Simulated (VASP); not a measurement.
TiPt5: single point with PBE

TiPt5:

```xyz
6
Lattice="0.0000 3.6826 3.6826 3.6826 0.0000 3.6826 3.6826 3.6826 0.0000" Properties=species:S:1:pos:R:3 pbc="T T T"
Ti    0.0000    0.0000    0.0000
Pt    1.8413    1.8413    1.8413
Pt    4.6022    2.7630    2.7630
Pt    4.6022    4.6022    4.6022
Pt    2.7630    4.6022    2.7630
Pt    2.7630    2.7630    4.6022
```

| Quantity | Value |
| --- | --- |
| Program | VASP 6.6.1 |
| Task | single point |
| Functional | PBE |
| Potentials or basis | VASP PAW PBE potentials, release 64 (Ti_sv, Pt) |
| Cutoff | 520 eV |
| k mesh | 4 × 4 × 4 |
| Occupations | gaussian, width 0.1 eV |
| Spin | no spin polarisation |

The pressure is -0.6 GPa and the band gap on the k mesh is zero (band 31 reaches 10.34 eV, above the bottom of band 32 at 9.24 eV).

Levels at points of the mesh, in eV from the Fermi level:
| k point | band 28 | band 29 | band 30 | band 31 | band 32 | band 33 |
| --- | --- | --- | --- | --- | --- | --- |
| (0.00, 0.00, 0.00) | 0.22 | 0.22 | 0.22 | 0.84 | 1.08 | 1.08 |
| (0.50, 0.00, 0.00) | -1.07 | -0.96 | -0.96 | 0.57 | 0.89 | 0.89 |
| (0.50, 0.50, 0.00) | -0.73 | -0.70 | -0.70 | -0.33 | -0.26 | 1.16 |

Wall time 41 s on 1 thread of Intel(R) Xeon(R) Platinum 8559C (Emerald Rapids), on a shared host, peak memory 0.24 GiB.

Caveat: the k points lie up to 0.37 Å⁻¹ apart; spin-orbit coupling is left out, which moves the levels of the heavy elements.
